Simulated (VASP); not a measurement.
Here is a VASP 6.6.1 calculation.

File INCAR:

```
ALGO = Normal
EDIFF = 1E-6
ENCUT = 520
GGA = PE
ISIF = 2
ISMEAR = 0
LASPH = T
LCHARG = T
LELF = T
LREAL = F
LVHAR = T
LWAVE = F
NBANDS = 17
NELM = 100
PREC = Accurate
SIGMA = 0.05
```

Contents of KPOINTS:

```
k-points
0
Gamma
  10 10 10
```

Contents of POSCAR:

```
PbS
1.0
    0.0000000000      3.1015183959      3.1015183959
    3.1015183959      0.0000000000      3.1015183959
    3.1015183959      3.1015183959      0.0000000000
Pb S
1 1
Direct
    0.5000000000      0.5000000000      0.5000000000
    0.0000000000      0.0000000000      0.0000000000
```

Potentials or basis: VASP PAW PBE potentials, release 64 (Pb_d, S).

Command:

```console
$ cat potpaw_PBE.64/Pb_d/POTCAR potpaw_PBE.64/S/POTCAR > POTCAR
$ mpirun -np 1 vasp_std > vasp.out
```

Question: What does it give for the pressure?

Answer: -4.2 GPa.

Question: Estimate the band gap on the k mesh.

Answer: 0.76 eV, direct.

Caveat: spin-orbit coupling is left out, which moves the levels of the heavy elements. A k mesh can miss the band edges.
